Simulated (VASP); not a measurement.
**AlIn2As2P: single point with PBE**

Crystal: AlIn2As2P.

```
CELL_PARAMETERS angstrom
4.44052 0.00000 0.00000
0.00000 4.44052 0.00000
0.00000 0.00000 5.86231
ATOMIC_POSITIONS crystal
Al 0.00000 0.00000 0.00000
In 0.00000 0.50000 0.50000
In 0.50000 0.00000 0.50000
P 0.00000 0.00000 0.50000
As 0.50000 0.50000 0.77140
As 0.50000 0.50000 0.22860
```

```yaml
Program: VASP 6.6.1
Task: single point
Functional: PBE
Potentials_or_basis: VASP PAW PBE potentials, release 64 (Al, In_d, P, As)
Cutoff: 520 eV
k_mesh: 4 × 4 × 4
Occupations: gaussian, width 0.1 eV
Spin: no spin polarisation
Dipole_correction: no
Further_INCAR_settings: ALGO = Normal; EDIFF = 1e-06; NBANDS = 31
```

| Quantity | Value |
| --- | --- |
| Pressure | 31.7 GPa |
| Largest force | 2.222 eV/Å |
| Band gap on the k mesh | zero (band 22 reaches 8.93 eV, above the bottom of band 23 at 7.05 eV) |

Forces in eV/Å, atoms in the order of the input:
```
Al   0.000  0.000  0.000
In   0.000  0.000  0.000
In   0.000  0.000  0.000
P    0.000  0.000  0.000
As   0.000  0.000  2.222
As   0.000  0.000 -2.222
```

Stress tensor (GPa, compression positive):
```
45.24  0.00  0.00
 0.00 45.24  0.00
 0.00  0.00  4.52
```

Levels at points of the mesh, in eV from the Fermi level:
```csv
k point,band 19,band 20,band 21,band 22,band 23,band 24,band 25,band 26
"(0.00, 0.00, 0.00)",-2.06,-1.62,-1.62,-0.07,-0.07,2.50,2.50,2.83
"(0.50, 0.00, 0.00)",-3.17,-2.96,0.02,0.27,1.81,2.08,2.62,2.97
"(0.50, 0.50, 0.00)",-3.04,-3.04,-1.56,-1.56,3.52,3.52,4.40,4.55
"(0.00, 0.00, 0.50)",-1.86,-1.86,-1.52,-0.72,-0.72,0.87,1.51,2.64
"(0.50, 0.00, 0.50)",-2.01,-1.25,-0.92,-0.38,-0.15,0.10,1.13,1.81
"(0.50, 0.50, 0.50)",-1.57,-1.27,0.57,1.16,1.16,1.80,3.21,3.21
```

It took 35 s on 1 thread of AMD EPYC 9R45 96-Core Processor (Zen 5), on a shared host, peak memory 0.24 GiB.

Caveat: spin-orbit coupling is left out, which moves the levels of the heavy elements; forces of over 1 eV/Å act on the atoms, so gaps and moduli don't describe the material at rest.
